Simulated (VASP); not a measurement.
Input of a VASP 6.6.1 run:

Contents of INCAR:

```
SYSTEM = HfC
PREC     = Accurate       ! precision mode
ENCUT    = 600            ! plane-wave cutoff, eV
EDIFF    = 1E-6           ! SCF threshold, eV
ISMEAR   = 1              ! smearing method
SIGMA    = 0.1            ! smearing width, eV
LREAL    = .FALSE.        ! projectors in reciprocal space
LASPH    = .TRUE.         ! aspherical terms in the spheres
NELM     = 120            ! most SCF steps
ALGO     = Normal         ! electronic algorithm
ISIF     = 2              ! what is computed and relaxed
LWAVE    = .FALSE.        ! write WAVECAR
LCHARG   = .TRUE.         ! write CHGCAR
GGA      = PS             ! functional
LELF     = .TRUE.         ! ELF
LVHAR    = .TRUE.       
NBANDS   = 14             ! bands
GGA_COMPAT= .FALSE.
```

KPOINTS

```
Automatic mesh
0
G
  10 10 10
  0 0 0
```

Contents of POSCAR:

```
HfC
1.0
    3.2880470000      0.0000000000      0.0000000000
    1.6440235000      2.8475322308      0.0000000000
    1.6440235000      0.9491774103      2.6846791334
Hf C
1 1
Direct
    0.5000000000      0.5000000000      0.5000000000
    0.0000000000      0.0000000000      0.0000000000
```

Potentials or basis: VASP PAW PBE potentials, release 64 (Hf_pv, C).

Command:

```bash
$ cat potpaw_PBE.64/Hf_pv/POTCAR potpaw_PBE.64/C/POTCAR > POTCAR
$ mpirun -np 1 vasp_std > vasp.out
```

Question: Predict the band gap on the k mesh.

Answer: Zero (band 7 reaches 6.83 eV, above the bottom of band 8 at 5.41 eV).

Question: Estimate the pressure.

Answer: -7.1 GPa.

Caveat: the PAW data sets were made with another functional, which shifts forces and pressure a little; spin-orbit coupling is left out, which moves the levels of the heavy elements.
